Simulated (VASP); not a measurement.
## From VASP inputs to Ansatz: BaTe (rocksalt)

INCAR

```
PREC = Accurate
LASPH = .TRUE.
NSW = 0
LREAL = .FALSE.
ALGO = Normal
ISIF = 2
SIGMA = 0.01
ISMEAR = 0
NBANDS = 15
IBRION = -1
NELM = 120
LCHARG = .FALSE.
EDIFF = 1E-7
METAGGA = R2SCAN
LWAVE = .FALSE.
ENCUT = 520
```

KPOINTS

```
KPOINTS created by Atomic Simulation Environment
0
Gamma
6 6 6
0 0 0
```

KPOINTS_OPT

```
special points
6
Reciprocal
0.0000000000 0.0000000000 0.0000000000 1
0.5000000000 0.0000000000 0.5000000000 1
0.5000000000 0.2500000000 0.7500000000 1
0.3750000000 0.3750000000 0.7500000000 1
0.5000000000 0.5000000000 0.5000000000 1
0.6250000000 0.2500000000 0.6250000000 1
```

POSCAR

```
Ba Te
 1.0000000000000000
     0.0000000000000000    3.5323868449000000    3.5323868449000000
     3.5323868449000000    0.0000000000000000    3.5323868449000000
     3.5323868449000000    3.5323868449000000    0.0000000000000000
 Ba  Te
   1   1
Cartesian
  0.0000000000000000  0.0000000000000000  0.0000000000000000
  3.5323868449000000  3.5323868449000000  3.5323868449000000
```

VASP ran with the recommended PBE PAW datasets (16 valence electrons in the cell).

Translate these files to an Ansatz input.



```yaml
crystal:
  lattice:
    - [0.0, 3.5323868449, 3.5323868449]
    - [3.5323868449, 0.0, 3.5323868449]
    - [3.5323868449, 3.5323868449, 0.0]
  atoms:
    - { symbol: Ba, position: [0.0, 0.0, 0.0] }
    - { symbol: Te, position: [0.5, 0.5, 0.5] }
kpoints:
  mp_grid: { grid: [6, 6, 6] }
  band_path:
    path:
      - [0.0, 0.0, 0.0]
      - [0.5, 0.0, 0.5]
      - [0.5, 0.25, 0.75]
      - [0.375, 0.375, 0.75]
      - [0.5, 0.5, 0.5]
      - [0.625, 0.25, 0.625]
    npoints: 1
hamiltonian:
  xc: r2scan
scf:
  occupations: { method: fixed }
  n_extra_bands: 4
output:
  forces: true
  stress: true
  eigenvalues: true
```

Other inputs would serve too.

```csv
,VASP,Ansatz
gap between bands v and c,1.93 eV,2.00 eV
least direct gap,2.32 eV,2.36 eV
pressure,0.3 GPa,0.0 GPa
```

Each program uses its own PAW datasets. VASP's cell holds 16 valence electrons and Ansatz's 26. Ansatz's stress includes a Pulay correction; VASP's doesn't.

VASP's potentials hold 16 valence electrons a cell and Ansatz's 26, so a difference between the two programs can come from the potentials and not from the codes.
